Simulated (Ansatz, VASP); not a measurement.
Two plane-wave programs on Sb3Se

```
CELL_PARAMETERS angstrom
6.74275 0.00000 0.00000
-3.37137 5.83939 0.00000
0.00000 0.00000 5.43089
ATOMIC_POSITIONS crystal
Sb 0.30790 0.15395 0.75000
Sb 0.84605 0.15395 0.75000
Sb 0.84605 0.69210 0.75000
Sb 0.69210 0.84605 0.25000
Sb 0.15395 0.84605 0.25000
Sb 0.15395 0.30790 0.25000
Se 0.66667 0.33333 0.25000
Se 0.33333 0.66667 0.75000
```

Alike in both runs: task single point; functional PBE; k mesh 6 × 6 × 8; occupations gaussian, width 0.1 eV; no spin polarisation.

```csv
,VASP,Ansatz
version,VASP 6.6.1,Ansatz 0.2.0
potentials or method,"VASP PAW PBE potentials, release 64 (Sb, Se), cutoff 520 eV","scalar-relativistic, plane waves, PAW"
valence electrons in the cell,42,122
```

Ansatz gave:

| Property | Result |
| --- | --- |
| gap on the k mesh at the Fermi level (eV) | none |
| pressure (GPa) | 0.0 |
| rms of the force components (eV/Å) | 0.001 |

Q: Which values does VASP return?

A: gap on the k mesh at the Fermi level (eV): none; pressure (GPa): -0.1; rms of the force components (eV/Å): 0.005.

Atom by atom the forces differ by 0.005 eV/Å (rms over components). A gap of «none» marks a metal or a gap that the smearing closes. VASP's potentials hold 42 valence electrons a cell and Ansatz's 122, so a difference there can come from the potentials and not from the codes.

Neither program's run includes spin-orbit coupling.
